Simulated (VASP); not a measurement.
## Co: single point with PBEsol

The system is Co.

```xyz
2
Lattice="2.4874 0.0000 0.0000 -1.2437 2.1541 0.0000 0.0000 0.0000 4.0633" Properties=species:S:1:pos:R:3 pbc="T T T"
Co    1.2437    0.7180    1.0559
Co    0.0000    1.4361    3.0074
```

```
Program                : VASP 6.6.1
Task                   : single point
Functional             : PBEsol
Potentials or basis    : VASP PAW PBE potentials, release 64 (Co)
Cutoff                 : 520 eV
k mesh                 : 5 × 5 × 3
Occupations            : fermi-dirac, width 0.05 eV
Spin                   : collinear spin, ferromagnetic start
Starting moments       : [2.5, 2.5] μB
Dipole correction      : no
Further INCAR settings : ALGO = Normal; EDIFF = 1e-07; NBANDS = 20
```

```
Pressure                                              : -8.1 GPa
Largest force                                         : 0.418 eV/Å
Net moment                                            : 3.53 μB per cell
Site moments                                          : Co +1.76 μB
Valence electrons inside the program's atomic spheres : Co 8.27
```

Forces on the atoms (eV/Å):
```
Co   0.000  0.000 -0.418
Co   0.000  0.000  0.418
```

Stress tensor (GPa, compression positive):
```
 -5.70   0.00   0.00
  0.00  -5.70   0.00
  0.00   0.00 -12.75
```

Levels at points of the mesh, in eV from the Fermi level:
Spin up:
| k point | band 7 | band 8 | band 9 | band 10 | band 11 | band 12 | band 13 | band 14 | band 15 | band 16 |
| --- | --- | --- | --- | --- | --- | --- | --- | --- | --- | --- |
| (0.00, 0.00, 0.00) | -2.32 | -1.93 | -1.93 | -0.86 | -0.86 | -0.25 | 6.09 | 21.98 | 24.61 | 24.61 |
Spin down:
```
           k point  band 3  band 4  band 5  band 6  band 7  band 8  band 9  band 10  band 11  band 12
(0.00, 0.00, 0.00)   -1.02   -0.86   -0.86   -0.55   -0.55   -0.10   -0.03    -0.03     1.11     1.11
```

Wall time 33 s on 1 thread of Intel Xeon 6975P-C (shared host), peak memory 0.14 GiB.

Caveat: the k points lie up to 0.58 Å⁻¹ apart; the PAW data sets were made with another functional, which shifts forces and pressure a little.
